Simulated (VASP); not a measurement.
A run of VASP 6.6.1 is set up as follows.

INCAR

```
SYSTEM = HfC
  PREC = Accurate
  ENCUT = 520
  EDIFF = 1E-8
  ISMEAR = -1
  SIGMA = 0.05
  LREAL = .False.
  LASPH = .True.
  NELM = 120
  ALGO = Normal
  ISIF = 2
  LWAVE = .False.
  LCHARG = .False.
  GGA = PS
  LEFG = .True.
  NBANDS = 14
  GGA_COMPAT = .False.
```

Contents of KPOINTS:

```
regular mesh
0
Gamma
  15 15 15
  0 0 0
```

File POSCAR:

```
HfC
1.0
    0.0000000000      2.3093955030      2.3093955030
    2.3093955030      0.0000000000      2.3093955030
    2.3093955030      2.3093955030      0.0000000000
Hf C
1 1
Direct
    0.5000000000      0.5000000000      0.5000000000
    0.0000000000      0.0000000000      0.0000000000
```

Potentials or basis: VASP PAW PBE potentials, release 64 (Hf_pv, C).

Command:

```bash
$ cat potpaw_PBE.64/Hf_pv/POTCAR potpaw_PBE.64/C/POTCAR > POTCAR
$ mpirun -np 1 vasp_std > vasp.out
```

Task: What does it give for the pressure?

Result: -2.2 GPa.

Task: Predict the band gap on the k mesh.

Result: Zero (bands 7 and 8 overlap by 1.46 eV).

Caveat: the PAW data sets were made with another functional, which shifts forces and pressure a little; spin-orbit coupling is left out, which moves the levels of the heavy elements.
